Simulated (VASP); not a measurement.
Here is a VASP 6.6.1 calculation.

The input INCAR:

```
PREC = Accurate
ENCUT = 600
EDIFF = 1E-8
ISMEAR = 0
SIGMA = 0.01
LREAL = F
LASPH = T
NELM = 100
ALGO = Normal
ISIF = 3
LWAVE = F
LCHARG = F
GGA = PE
NBANDS = 11
IBRION = 6
NFREE = 2
POTIM = 0.015
NSW = 1
```

File KPOINTS:

```
Automatic mesh
0
Gamma
  12 12 12
```

File POSCAR:

```
Si
1.0
    0.0000000000      2.7350148138      2.7350148138
    2.7350148138      0.0000000000      2.7350148138
    2.7350148138      2.7350148138      0.0000000000
Si
2
Direct
    0.0000000000      0.0000000000      0.0000000000
    0.2500000000      0.2500000000      0.2500000000
```

Potentials or basis: VASP PAW PBE potentials, release 64 (Si).

Command:

```console
$ cat potpaw_PBE.64/Si/POTCAR > POTCAR
$ mpirun -np 1 vasp_std > vasp.out
```

(1) What does it give for the elastic constants C11, C12, C44?

(2) Estimate the Voigt bulk modulus.

(3) What does it give for the highest phonon frequency at Γ?

Results:

(1) 153, 57, 75 GPa.

(2) 89 GPa.

(3) 502 cm⁻¹.
